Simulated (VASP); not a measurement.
## WCl6: single point with PBE+D3(BJ)

WCl6, in a box:

```
W Cl
1.0
    14.00000    0.00000    0.00000
     0.00000   14.00000    0.00000
     0.00000    0.00000   14.00000
W Cl
1 6
Cartesian
  7.0000 7.0000 7.0000
  9.3034 7.0000 7.0000
  4.6966 7.0000 7.0000
  7.0000 9.3034 7.0000
  7.0000 4.6966 7.0000
  7.0000 7.0000 9.3034
  7.0000 7.0000 4.6966
```

```
Program             : VASP 6.6.1
Task                : single point
Functional          : PBE
Dispersion          : D3(BJ)
Potentials or basis : VASP PAW PBE potentials, release 64 (W_sv, Cl)
Cutoff              : 400 eV
k mesh              : 1 × 1 × 1
Occupations         : gaussian, width 0.05 eV
Spin                : no spin polarisation
```

* Largest force: 0.007 eV/Å
* Gap between the frontier levels: 2.14 eV
* Dispersion energy per atom: -0.068 eV

Forces on the atoms (eV/Å):
```
W    0.000  0.000  0.000
Cl  -0.007  0.000  0.000
Cl   0.007  0.000  0.000
Cl   0.000 -0.007  0.000
Cl   0.000  0.007  0.000
Cl   0.000  0.000 -0.007
Cl   0.000  0.000  0.007
```

Levels at points of the mesh, in eV from the valence-band top:
| k point | band 26 | band 27 | band 28 | band 29 | band 30 | band 31 |
| --- | --- | --- | --- | --- | --- | --- |
| (0.00, 0.00, 0.00) | 0.00 | 0.00 | 0.00 | 2.14 | 2.14 | 2.14 |

Wall time 7.3 min on 1 thread of AMD EPYC 7R13, on a shared host, peak memory 1.4 GiB.

Caveat: spin-orbit coupling is left out, which moves the levels of the heavy elements.
